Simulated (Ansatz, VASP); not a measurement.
NaF: VASP beside Ansatz

```xyz
2
Lattice="2.8465 0.0530 0.0530 0.0530 2.8465 0.0530 0.0530 0.0530 2.8465" Properties=species:S:1:pos:R:3 pbc="T T T"
Na    0.0000    0.0000    0.0000
F     1.4762    1.4762    1.4762
```

Change from the starting cell: shear_111 strain +5.7%.

Alike in both runs: task single point; functional HSE06; k mesh 6 × 6 × 6; no spin polarisation.

```csv
,VASP,Ansatz
version,VASP 6.6.1,Ansatz 0.2.0
potentials or method,"VASP PAW PBE potentials, release 64 (Na_pv, F)","plane waves, PAW"
plane-wave cutoff (eV),520,420
occupations,"gaussian, width 0.01 eV",fixed
valence electrons in the cell,14,16
```

Ansatz gave:

| Item | Value |
| --- | --- |
| gap on the k mesh at the Fermi level (eV) | 7.96 |
| pressure (GPa) | -1.1 |
| traceless stress, the component that is largest in VASP (GPa) | 0.18 |

Q: What did VASP give for the same quantities?

A: gap on the k mesh at the Fermi level (eV): 7.93; pressure (GPa): -1.0; traceless stress, the component that is largest in VASP (GPa): 0.15.

VASP's potentials hold 14 valence electrons a cell and Ansatz's 16, so a difference there can come from the potentials and not from the codes. Ansatz's warnings: stress exchange threshold loose, stress scf threshold loose.
